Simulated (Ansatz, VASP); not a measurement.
# Zr: VASP beside Ansatz

```xyz
2
Lattice="3.2320 0.0000 0.0000 -1.6160 2.7990 0.0000 0.0000 0.0000 5.1470" Properties=species:S:1:pos:R:3 pbc="T T T"
Zr    0.0000    1.8660    1.2868
Zr    1.6160    0.9330    3.8603
```

Alike in both runs: task single point; functional r2SCAN; k mesh 6 × 6 × 4; occupations gaussian, width 0.1 eV; no spin polarisation.

|  | VASP | Ansatz |
| --- | --- | --- |
| version | VASP 6.6.1 | Ansatz 0.2.0 |
| potentials or method | VASP PAW PBE potentials, release 64 (Zr_sv), cutoff 520 eV | scalar-relativistic, plane waves, PAW |
| valence electrons in the cell | 24 | 24 |

|  | VASP | Ansatz | Ansatz less VASP |
| --- | --- | --- | --- |
| gap on the k mesh at the Fermi level (eV) | none | none | - |
| pressure (GPa) | 0.6 | 0.7 | +0.01 |
| traceless stress, the component that is largest in VASP (GPa) | 0.22 | 0.23 | +0.004 |

VASP's potentials were made for PBE, not for r2SCAN. A gap of «none» marks a metal or a gap that the smearing closes. With one functional, cell and mesh, what is left measures potentials, basis and numerics.

The k mesh is coarse, so the values compare programs but aren't converged.
